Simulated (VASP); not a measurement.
Wanted: the native input for a VASP 6.6.1 run.

| Property | Result |
| --- | --- |
| Task | single point |
| Functional | PBEsol-based global hybrid with 25 % exact exchange |
| Potentials or basis | VASP PAW PBE potentials, release 64 (Ga_d) |
| Cutoff | 520 eV |
| k mesh | 5 × 5 × 5 |
| Occupations | fermi-dirac, width 0.05 eV |
| Spin | no spin polarisation |
| Dipole correction | no |
| Grid for exact exchange (PRECFOCK) | Normal |
| Share of exact exchange | 0.25 |
| Further INCAR settings | ALGO = Normal; EDIFF = 1e-07; NBANDS = 12 |

Crystal: Ga.

```
Ga
1.0
     2.65204    0.00000    0.00000
     0.00000    2.65204    0.00000
     0.00000    0.00000    2.65204
Ga
1
Direct
  0.00000 0.00000 0.00000
```

This isn't the form of Ga at room conditions, which is orthorhombic.

One way to write it, as run:

POSCAR

```
Ga
1.0
    2.6520449208      0.0000000000      0.0000000000
    0.0000000000      2.6520449208      0.0000000000
    0.0000000000      0.0000000000      2.6520449208
Ga
1
Direct
    0.0000000000      0.0000000000      0.0000000000
```

INCAR.step1

```
PREC = Accurate
ENCUT = 520
EDIFF = 1E-5
ISMEAR = -1
SIGMA = 0.05
LREAL = F
LASPH = T
NELM = 60
ALGO = Normal
ISIF = 2
LWAVE = T
LCHARG = F
GGA = PE
NBANDS = 12
```

INCAR.step2

```
PREC = Accurate
ENCUT = 520
EDIFF = 1E-7
ISMEAR = -1
SIGMA = 0.05
LREAL = F
LASPH = T
NELM = 60
ALGO = Normal
ISIF = 2
LWAVE = F
LCHARG = F
GGA = PS
LHFCALC = T
AEXX = 0.25
PRECFOCK = Normal
ISTART = 1
NBANDS = 12
```

KPOINTS

```
Automatic mesh
0
Gamma
  5 5 5
```

Potentials or basis: VASP PAW PBE potentials, release 64 (Ga_d).

Run with:

```sh
$ cat potpaw_PBE.64/Ga_d/POTCAR > POTCAR
$ cp INCAR.step1 INCAR
$ mpirun -np 1 vasp_std > vasp.out
$ cp INCAR.step2 INCAR
$ mpirun -np 1 vasp_std > vasp.out
```

Results of the run:

The pressure is 0.0 GPa and the band gap on the k mesh is zero (an odd number of electrons rules out a gap without spin polarisation).

Caveat: the k points lie up to 0.47 Å⁻¹ apart, too coarse for converged energies and pressures of a metal; the PAW data sets were made with another functional, which shifts forces and pressure a little.

Wall time 5.7 min on 1 thread of Intel Xeon 8259CL, on a shared host, peak memory 0.13 GiB.
